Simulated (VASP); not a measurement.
# Ti3Al (P6_3/mmc) in VASP: single point with r2SCAN+rVV10

Aim: the single point of Ti3Al with r2SCAN+rVV10.

Everything below comes from runs of VASP 6.6.1. Logs are shortened: lines on timing, memory, paths and dates and some standing lists are left out, and cuts for length are marked.

## Step 1: The cell of the first run

The structure is hexagonal, space group P6_3/mmc (No. 194). The conventional cell has a = 5.768 Å, b = 5.768 Å, c = 4.642 Å, α = 90.00°, β = 90.00°, γ = 120.00°. Ti (site symmetry mm2) has 4 Al at 2.85 to 2.88 Å and 8 Ti at 2.86 to 2.89 Å within 3.8 Å. Within 3.8 Å of Al (site symmetry -6m2) lie 12 Ti at 2.85 to 2.88 Å.

## Step 2: Single point, r2SCAN+rVV10

Input file POSCAR:

```
Ti3Al
1.0
    5.7680300000      0.0000000000      0.0000000000
   -2.8840150000      4.9952605100      0.0000000000
    0.0000000000      0.0000000000      4.6424100000
Ti Al
6 2
Direct
    0.8330000000      0.6660000000      0.2500000000
    0.1670000000      0.8330000000      0.7500000000
    0.3340000000      0.1670000000      0.2500000000
    0.1670000000      0.3340000000      0.7500000000
    0.8330000000      0.1670000000      0.2500000000
    0.6660000000      0.8330000000      0.7500000000
    0.3333333300      0.6666666700      0.2500000000
    0.6666666700      0.3333333300      0.7500000000
```

Input file INCAR.step1:

```
SYSTEM = Ti3Al
PREC = Accurate ; ENCUT = 520
ISMEAR = 0 ; SIGMA = 0.1
LREAL = .FALSE. ; LASPH = .TRUE.
NELM = 100 ; NBANDS = 49
GGA = PE ; ALGO = Normal
EDIFF = 1E-4 ; LWAVE = .TRUE.
LCHARG = .FALSE.
```

Input file INCAR.step2:

```
SYSTEM = Ti3Al
PREC = Accurate ; ENCUT = 520
EDIFF = 1E-7 ; ISMEAR = 0
SIGMA = 0.1 ; LREAL = .FALSE.
LASPH = .TRUE. ; NELM = 100
ALGO = Normal ; ISIF = 2
LWAVE = .FALSE. ; LCHARG = .FALSE.
METAGGA = R2SCAN ; LMIXTAU = .TRUE.
LUSE_VDW = .TRUE. ; IVDW_NL = 2
BPARAM = 11.95 ; CPARAM = 0.0093
NBANDS = 49 ; ISTART = 1
```

Input file KPOINTS:

```
regular mesh
0
G
  6 6 4
  0 0 0
```

Potentials or basis: VASP PAW PBE potentials, release 64 (Ti_sv, Al).

Started as:

```console
$ cat potpaw_PBE.64/Ti_sv/POTCAR potpaw_PBE.64/Al/POTCAR > POTCAR
$ cp INCAR.step1 INCAR
$ mpirun -np 1 vasp_std > vasp.out
$ cp INCAR.step2 INCAR
$ mpirun -np 1 vasp_std > vasp.out
```

OUTCAR:

```text
SYSTEM = Ti3Al
   PREC = Accurate
   ENCUT = 520
   EDIFF = 1E-7
   ISMEAR = 0
   LREAL = .FALSE.
   LASPH = .TRUE.
   NELM = 100
   ISIF = 2
   METAGGA = R2SCAN
   IVDW_NL = 2
   BPARAM = 11.95
   ISTART = 1

 ion  position               nearest neighbor table
   1  0.833  0.666  0.250-   8 2.85   8 2.85   2 2.86   2 2.86   6 2.86   6 2.86   5 2.88   3 2.88
                             7 2.88   7 2.88   5 2.89   3 2.89
   2  0.167  0.833  0.750-   7 2.85   7 2.85   1 2.86   1 2.86   3 2.86   3 2.86   6 2.88   4 2.88
                             8 2.88   8 2.88   6 2.89   4 2.89
   3  0.334  0.167  0.250-   8 2.85   8 2.85   4 2.86   4 2.86   2 2.86   2 2.86   5 2.88   1 2.88
                             7 2.88   7 2.88   5 2.89   1 2.89
   4  0.167  0.334  0.750-   7 2.85   7 2.85   3 2.86   3 2.86   5 2.86   5 2.86   2 2.88   6 2.88
                             8 2.88   8 2.88   2 2.89   6 2.89
   5  0.833  0.167  0.250-   8 2.85   8 2.85   4 2.86   4 2.86   6 2.86   6 2.86   3 2.88   1 2.88
                             7 2.88   7 2.88   3 2.89   1 2.89
   6  0.666  0.833  0.750-   7 2.85   7 2.85   1 2.86   1 2.86   5 2.86   5 2.86   2 2.88   4 2.88
                             8 2.88   8 2.88   2 2.89   4 2.89
   7  0.333  0.667  0.250-   2 2.85   2 2.85   6 2.85   6 2.85   4 2.85   4 2.85   1 2.88   3 2.88
                             5 2.88   5 2.88   1 2.88   3 2.88
   8  0.667  0.333  0.750-   5 2.85   5 2.85   3 2.85   3 2.85   1 2.85   1 2.85   4 2.88   6 2.88
                             2 2.88   2 2.88   4 2.88   6 2.88

  LATTYP: Found a hexagonal cell.
 ALAT       =     5.7680300000
 C/A-ratio  =     0.8048519165

  Lattice vectors:

 A1 = (   5.7680300000,   0.0000000000,   0.0000000000)
 A2 = (  -2.8840150000,   4.9952605100,   0.0000000000)
 A3 = (   0.0000000000,   0.0000000000,   4.6424100000)

Analysis of symmetry for initial positions (statically):
=====================================================================
 Subroutine PRICEL returns:
 Original cell was already a primitive cell.

 Routine SETGRP: Setting up the symmetry group for a
 hexagonal supercell.

 Subroutine GETGRP returns: Found 24 space group operations
 (whereof 12 operations were pure point group operations)
 out of a pool of 24 trial point group operations.

The static configuration has the point symmetry D_3d.
 The point group associated with its full space group is D_6h.

Analysis of symmetry for dynamics (positions and initial velocities):
=====================================================================
 Subroutine PRICEL returns:
 Original cell was already a primitive cell.

 Routine SETGRP: Setting up the symmetry group for a
 hexagonal supercell.

 Subroutine GETGRP returns: Found 24 space group operations
 (whereof 12 operations were pure point group operations)
 out of a pool of 24 trial point group operations.

The dynamic configuration has the point symmetry D_3d.
 The point group associated with its full space group is D_6h.

 Subroutine INISYM returns: Found 24 space group operations
 (whereof 12 operations are pure point group operations),
 and found     1 'primitive' translations

----------------------------------------------------------------------------------------

                                     Primitive cell

  volume of cell :     133.7609

  direct lattice vectors                    reciprocal lattice vectors
     5.768030000  0.000000000  0.000000000     0.173369417  0.100094880  0.000000000
    -2.884015000  4.995260510  0.000000000     0.000000000  0.200189759  0.000000000
     0.000000000  0.000000000  4.642410000     0.000000000  0.000000000  0.215405361

  length of vectors
     5.768030000  5.768030000  4.642410000     0.200189759  0.200189759  0.215405361

  position of ions in fractional coordinates (direct lattice)
     0.833000000  0.666000000  0.250000000
     0.167000000  0.833000000  0.750000000
     0.334000000  0.167000000  0.250000000
     0.167000000  0.334000000  0.750000000
     0.833000000  0.167000000  0.250000000
     0.666000000  0.833000000  0.750000000
     0.333333330  0.666666670  0.250000000
     0.666666670  0.333333330  0.750000000

  ion indices of the primitive-cell ions
   primitive index   ion index
                 1           1
                 2           2
                 3           3
                 4           4
                 5           5
                 6           6
                 7           7
                 8           8

----------------------------------------------------------------------------------------

 KPOINTS: regular mesh

Automatic generation of k-mesh.
 Grid dimensions read from file:
 generate k-points for:    6    6    4

 Generating k-lattice:

  Cartesian coordinates                     Fractional coordinates (reciprocal lattice)
     0.028894903  0.016682480  0.000000000     0.166666667  0.000000000  0.000000000
     0.000000000  0.033364960  0.000000000     0.000000000  0.166666667  0.000000000
     0.000000000  0.000000000  0.053851340     0.000000000  0.000000000  0.250000000

  Length of vectors
     0.033364960  0.033364960  0.053851340

  Shift w.r.t. Gamma in fractional coordinates (k-lattice)
     0.000000000  0.000000000  0.000000000

 Subroutine IBZKPT returns following result:
 ===========================================

 Found     21 irreducible k-points:

 Following reciprocal coordinates:
            Coordinates               Weight
  0.000000  0.000000  0.000000      1.000000
  0.166667 -0.000000  0.000000      6.000000
  0.333333 -0.000000  0.000000      6.000000
  0.500000 -0.000000  0.000000      3.000000
  0.166667  0.166667  0.000000      6.000000
  0.333333  0.166667  0.000000     12.000000
[... 13 lines left out ...]
  0.333333  0.166667  0.500000     12.000000
  0.333333  0.333333  0.500000      2.000000
   k-points           NKPTS =     21   k-points in BZ     NKDIM =     21   number of bands    NBANDS=     49
   number of dos      NEDOS =    301   number of ions     NIONS =      8
   total plane-waves  NPLWV =  82944
   dimension x,y,z NGX =    48 NGY =   48 NGZ =   36
   dimension x,y,z NGXF=    96 NGYF=   96 NGZF=   72
   ions per type =               6   2
   NGX,Y,Z   is equivalent  to a cutoff of  13.83, 13.83, 12.89 a.u.
   NGXF,Y,Z  is equivalent  to a cutoff of  27.67, 27.67, 25.78 a.u.
 SYSTEM =  Ti3Al
   PREC   = accura    normal or accurate (medium, high low for compatibility)
   ISTART =      1    job   : 0-new  1-cont  2-samecut
   ICHARG =      0    charge: 1-file 2-atom 10-const
   ISPIN  =      1    spin polarized calculation?
   LNONCOLLINEAR =      F non collinear calculations
   LSORBIT =      F    spin-orbit coupling
   LASPH  =      T    aspherical Exc in radial PAW
   ENCUT  =  520.0 eV  38.22 Ry    6.18 a.u.  10.72 10.72  8.63*2*pi/ulx,y,z
   NELM   =    100;   NELMIN=  2; NELMDL=  0     # of ELM steps
   EDIFF  = 0.1E-06   stopping-criterion for ELM
   LREAL  =      F    real-space projection
   EDIFFG = 0.1E-05   stopping-criterion for IOM
   NSW    =      0    number of steps for IOM
   IBRION =     -1    ionic relax: 0-MD 1-quasi-New 2-CG
   NFREE  =      0    steps in history (QN), initial steepest desc. (CG)
   ISIF   =      2    stress and relaxation
   ISYM   =      2    0-nonsym 1-usesym 2-fastsym
   POTIM  = 0.5000    time-step for ionic-motion
   TEBEG  =    0.0;   TEEND  =   0.0 temperature during run
   PSTRESS=    0.0 pullay stress
   NELECT =      78.0000    total number of electrons
   NUPDOWN=      -1.0000    fix difference up-down
   EMIN   =  10.00;   EMAX   =-10.00  energy-range for DOS
   EFERMI =   0.00;   METHOD = LEGACY
   ISMEAR =     0;   SIGMA  =   0.10  broadening in eV -4-tet -1-fermi 0-gaus
   EFERMI_NEDOS =   21; number of points for ismear=-14 and -15
   IALGO  =     38    algorithm
   IMIX   =      4    mixing-type and parameters
     AMIX     =   0.40;   BMIX     =  1.00
     AMIX_MAG =   1.60;   BMIX_MAG =  1.00
  volume/ion in A,a.u.               =      16.72       112.83
  Fermi-wavevector in a.u.,A,eV,Ry     =   1.367718  2.584613 25.451783  1.870653
  Thomas-Fermi vector in A             =   2.493746
   LORBIT       =      0    0 simple, 1 ext, 2 COOP (PROOUT), +10 PAW based schemes
   METAGGA = R2SCAN    functional components
   LHFCALC =     F    Hartree Fock is set to
   AEXX    =    0.0000 exact exchange contribution
   IVDW_NL    =     2    kernel type
   BPARAM     =11.9500
   IVDW    =     0    specifies the selected vdW correction
   LEPSILON=     F    determine dielectric tensor
   LRPA    =     F    only Hartree local field effects (RPA)
 non-spin polarized calculation
 Gauss-broadening in eV      SIGMA  =   0.10
  energy-cutoff  :      520.00
  volume of cell :      133.76
 maximum number of plane-waves:      3641
 NGX is ok and might be reduce to    48
   NGX = 21   NGY = 21   NGZ = 17

 number of electron      78.0000006 magnetization

 Free energy of the ion-electron system (eV)
  ---------------------------------------------------
  ext. energy  EPLUGINS =         0.00000000
  ---------------------------------------------------
  free energy    TOTEN  =       -91.80751550 eV

  energy without entropy =      -91.77458040  energy(sigma->0) =      -91.79104795

 E-fermi :   8.1747     XC(G=0): -12.1690

 val. band max:        8.1729639265   @ k =   0.1667   0.1667   0.5000
 cond. band min:       8.1753441274   @ k =   0.1667  -0.0000   0.5000
 fundamental gap:      0.0023802009
 Fermi energy:         8.1747030339

 k-point     1 :       0.0000    0.0000    0.0000
  band No.  band energies     occupation
      1     -50.7581      2.00000
      2     -50.6607      2.00000
      3     -50.6607      2.00000
      4     -50.6532      2.00000
      5     -50.6102      2.00000
      6     -50.6102      2.00000
[... 41 lines left out ...]
     48      10.5363      0.00000
     49      10.6206      0.00000

 k-point     2 :       0.1667   -0.0000    0.0000
  band No.  band energies     occupation
      1     -50.7528      2.00000
      2     -50.6668      2.00000
      3     -50.6608      2.00000
      4     -50.6510      2.00000
      5     -50.6117      2.00000
      6     -50.6100      2.00000
[... 41 lines left out ...]
     48      10.5048      0.00000
     49      10.6777      0.00000

 k-point     3 :       0.3333   -0.0000    0.0000
  band No.  band energies     occupation
      1     -50.7388      2.00000
      2     -50.6829      2.00000
      3     -50.6611      2.00000
      4     -50.6446      2.00000
      5     -50.6163      2.00000
      6     -50.6098      2.00000
[... 41 lines left out ...]
     48      10.4514      0.00000
     49      10.5821      0.00000

 k-point     4 :       0.5000   -0.0000    0.0000
  band No.  band energies     occupation
      1     -50.7273      2.00000
      2     -50.6953      2.00000
      3     -50.6613      2.00000
      4     -50.6399      2.00000
      5     -50.6200      2.00000
      6     -50.6096      2.00000
[... 821 lines left out ...]
     48      10.1995      0.00000
     49      10.5121      0.00000

 k-point    20 :       0.3333    0.1667    0.5000
  band No.  band energies     occupation
      1     -50.6825      2.00000
      2     -50.6825      2.00000
      3     -50.6590      2.00000
      4     -50.6590      2.00000
      5     -50.6354      2.00000
      6     -50.6354      2.00000
[... 41 lines left out ...]
     48      10.0095      0.00000
     49      10.2816      0.00000

 k-point    21 :       0.3333    0.3333    0.5000
  band No.  band energies     occupation
      1     -50.6715      2.00000
      2     -50.6715      2.00000
      3     -50.6699      2.00000
      4     -50.6699      2.00000
      5     -50.6355      2.00000
      6     -50.6355      2.00000
[... 41 lines left out ...]
     48      10.0020      0.00000
     49      10.2139      0.00000

------------------------ aborting loop because EDIFF is reached ----------------------------------------

  FORCE on cell =-STRESS in cart. coord.  units (eV):
  Direction    XX          YY          ZZ          XY          YZ          ZX
  --------------------------------------------------------------------------------------
  -------------------------------------------------------------------------------------
  Total       -1.2254188     -1.2254188     -1.3317862     -0.0000000      0.0000000      0.0000000
  in kB      -14.6779695    -14.6779695    -15.9520294     -0.0000000      0.0000000      0.0000000
  external PRESSURE =     -15.1026562 kB  Pullay stress =       0.0000000 kB

 VOLUME and BASIS-vectors are now :
 -----------------------------------------------------------------------------
  energy-cutoff  :      520.00
  volume of cell :      133.76
      direct lattice vectors                 reciprocal lattice vectors
     5.768030000  0.000000000  0.000000000     0.173369417  0.100094880  0.000000000
    -2.884015000  4.995260510  0.000000000     0.000000000  0.200189759  0.000000000
     0.000000000  0.000000000  4.642410000     0.000000000  0.000000000  0.215405361

 POSITION                                       TOTAL-FORCE (eV/Angst)
 -----------------------------------------------------------------------------------
      2.88402      3.32684      1.16060         0.000000     -0.377598     -0.000000
     -1.43912      4.16105      3.48181         0.327009     -0.188799     -0.000000
      1.44489      0.83421      1.16060         0.327009      0.188799      0.000000
      0.00000      1.66842      3.48181         0.000000      0.377598     -0.000000
      4.32314      0.83421      1.16060        -0.327009      0.188799      0.000000
      1.43912      4.16105      3.48181        -0.327009     -0.188799     -0.000000
     -0.00000      3.33017      1.16060         0.000000      0.000000     -0.000000
      2.88402      1.66509      3.48181         0.000000      0.000000     -0.000000
 -----------------------------------------------------------------------------------
    total drift:                               -0.000050      0.000029     -0.000000

  FREE ENERGIE OF THE ION-ELECTRON SYSTEM (eV)
  ---------------------------------------------------
  free  energy   TOTEN  =       -91.8075155011 eV

  energy  without entropy=      -91.7745803997  energy(sigma->0) =      -91.79104795
```

Run time: 17 min. Hardware: 1 thread of Intel Xeon Platinum 8488C (Sapphire Rapids), shared host; peak memory 0.65 GiB.

What came out:

```
Free energy            : -91.8075 eV
Pressure               : -1.5 GPa
Largest force          : 0.378 eV/Å
Band gap on the k mesh : zero (bands 39 and 40 overlap by 0.24 eV)
```

Forces on the atoms (eV/Å):
```
Ti   0.000 -0.378  0.000
Ti   0.327 -0.189  0.000
Ti   0.327  0.189  0.000
Ti   0.000  0.378  0.000
Ti  -0.327  0.189  0.000
Ti  -0.327 -0.189  0.000
Al   0.000  0.000  0.000
Al   0.000  0.000  0.000
```

Stress tensor (GPa, compression positive):
```
-1.47  0.00  0.00
 0.00 -1.47  0.00
 0.00  0.00 -1.60
```

Levels at points of the mesh, in eV from the Fermi level:
```tsv
k point	band 35	band 36	band 37	band 38	band 39	band 40	band 41	band 42	band 43	band 44
(0.00, 0.00, 0.00)	-1.27	-0.85	-0.85	-0.47	-0.32	-0.15	0.88	0.88	0.89	1.08
(0.50, 0.00, 0.00)	-0.88	-0.63	-0.52	-0.36	-0.33	0.69	0.78	0.83	0.85	1.08
(0.00, 0.00, 0.50)	-0.72	-0.72	-0.60	-0.60	-0.02	-0.02	0.47	0.47	0.47	0.47
(0.50, 0.00, 0.50)	-0.29	-0.29	-0.15	-0.15	0.08	0.08	0.29	0.29	0.70	0.70
```

Caveat: the PAW data sets were made with another functional, which shifts forces and pressure a little.
